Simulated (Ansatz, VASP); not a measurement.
One calculation of La2O3, two programs

```
La O
1.0
     4.03298    0.00000    0.00000
     0.00000    4.03298    0.00000
     0.00000    0.00000    5.98782
La O
2 3
Direct
  0.00000 0.00000 0.83056
  0.50000 0.50000 0.24505
  0.50000 0.50000 0.62112
  0.50000 0.00000 0.04735
  0.00000 0.50000 0.04735
```

Alike in both runs: functional PBE; k mesh 8 × 8 × 6; occupations gaussian, width 0.02 eV; no spin polarisation.

Ansatz relaxed the structure, and its values are those at the end. VASP's run is a single point on that final structure, the one shown.

|  | VASP | Ansatz |
| --- | --- | --- |
| version | VASP 6.6.1 | Ansatz 0.2.0 |
| potentials or method | VASP PAW PBE potentials, release 64 (La, O), cutoff 520 eV | scalar-relativistic, plane waves, PAW |
| valence electrons in the cell | 40 | 40 |

|  | VASP | Ansatz | Ansatz less VASP |
| --- | --- | --- | --- |
| gap on the k mesh at the Fermi level (eV) | 1.96 | 1.96 | -0.004 |
| least direct gap on the mesh (eV) | 2.52 | 2.52 | 0.000 |
| pressure (GPa) | -0.2 | 0.0 | +0.23 |
| rms of the force components (eV/Å) | 0.010 | 0.002 | -0.0080 |

The functional is the same, so the differences come from potentials, cutoffs and numerics.

Neither program's run includes spin-orbit coupling.
